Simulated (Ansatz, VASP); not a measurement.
# CdTe: VASP beside Ansatz

Contents of POSCAR:

```
CdTe
1.0
    0.0000000000      3.2448056010      3.2448056010
    3.2448056010      0.0000000000      3.2448056010
    3.2448056010      3.2448056010      0.0000000000
Cd Te
1 1
Direct
    0.0000000000      0.0000000000      0.0000000000
    0.2500000000      0.2500000000      0.2500000000
```

File INCAR.step1:

```
ALGO = Normal
EDIFF = 1E-5
ENCUT = 550
GGA = PE
GGA_COMPAT = False
ISMEAR = 0
LASPH = True
LCHARG = False
LREAL = False
LWAVE = True
NBANDS = 16
NELM = 120
PREC = Accurate
SIGMA = 0.02
```

Contents of INCAR.step2:

```
ALGO = Normal
EDIFF = 1E-6
ENCUT = 550
GGA_COMPAT = False
ISIF = 2
ISMEAR = 0
ISTART = 1
LASPH = True
LCHARG = False
LMIXTAU = True
LREAL = False
LWAVE = False
METAGGA = R2SCAN
NBANDS = 16
NELM = 120
PREC = Accurate
SIGMA = 0.02
```

Contents of KPOINTS:

```
k-points
0
Gamma
  8 8 8
```

Input for Ansatz:

```yaml
crystal:
  lattice:
    - [0.0, 3.244805601, 3.244805601]
    - [3.244805601, 0.0, 3.244805601]
    - [3.244805601, 3.244805601, 0.0]
  atoms:
    - { symbol: Cd, position: [0.0, 0.0, 0.0] }
    - { symbol: Te, position: [0.25, 0.25, 0.25] }
basis:
  ecutwfc: 500
kpoints:
  mp_grid: { grid: [8, 8, 8] }
hamiltonian:
  xc: r2scan
  pseudopotentials: { kind: paw, azcp: { folder: soft_1 } }
scf:
  occupations: { method: gaussian, width: 0.02 }
output:
  forces: true
  stress: true
  eigenvalues: true
```

Alike in both runs: task single point; functional r2SCAN; k mesh 8 × 8 × 8; occupations gaussian, width 0.02 eV; no spin polarisation.

|  | VASP | Ansatz |
| --- | --- | --- |
| version | VASP 6.6.1 | Ansatz 0.2.0 |
| potentials or method | VASP PAW PBE potentials, release 64 (Cd, Te), cutoff 550 eV | scalar-relativistic, plane waves, PAW |
| valence electrons in the cell | 18 | 36 |

Ansatz gave:

* gap on the k mesh at the Fermi level (eV): 1.26
* least direct gap on the mesh (eV): 1.26
* pressure (GPa): 1.4

Q: What did VASP give for the same quantities?

A: gap on the k mesh at the Fermi level (eV): 1.26; least direct gap on the mesh (eV): 1.26; pressure (GPa): 1.5.

VASP's potentials were made for PBE, not for r2SCAN. The functional is the same, so the differences come from potentials, cutoffs and numerics. VASP's potentials hold 18 valence electrons a cell and Ansatz's 36, so a difference there can come from the potentials and not from the codes.

Neither program's run includes spin-orbit coupling.
